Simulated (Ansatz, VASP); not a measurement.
## Hf: VASP beside Ansatz

```xyz
1
Lattice="0.0000 2.2088 2.2088 2.2088 0.0000 2.2088 2.2088 2.2088 0.0000" Properties=species:S:1:pos:R:3 pbc="T T T"
Hf    0.0000    0.0000    0.0000
```

Alike in both runs: task single point; functional r2SCAN; k mesh 16 × 16 × 16; occupations gaussian, width 0.1 eV; no spin polarisation.

|  | VASP | Ansatz |
| --- | --- | --- |
| version | VASP 6.6.1 | Ansatz 0.2.0 |
| potentials or method | VASP PAW PBE potentials, release 64 (Hf_pv), cutoff 550 eV | scalar-relativistic, plane waves, PAW |
| valence electrons in the cell | 10 | 26 |

|  | VASP | Ansatz | Ansatz less VASP |
| --- | --- | --- | --- |
| gap on the k mesh at the Fermi level (eV) | none | none | - |
| pressure (GPa) | 4.0 | 4.5 | +0.49 |

VASP's potentials were made for PBE, not for r2SCAN. A gap of «none» marks a metal or a gap that the smearing closes. VASP's potentials hold 10 valence electrons a cell and Ansatz's 26, so a difference there can come from the potentials and not from the codes.

Spin-orbit coupling is off throughout.
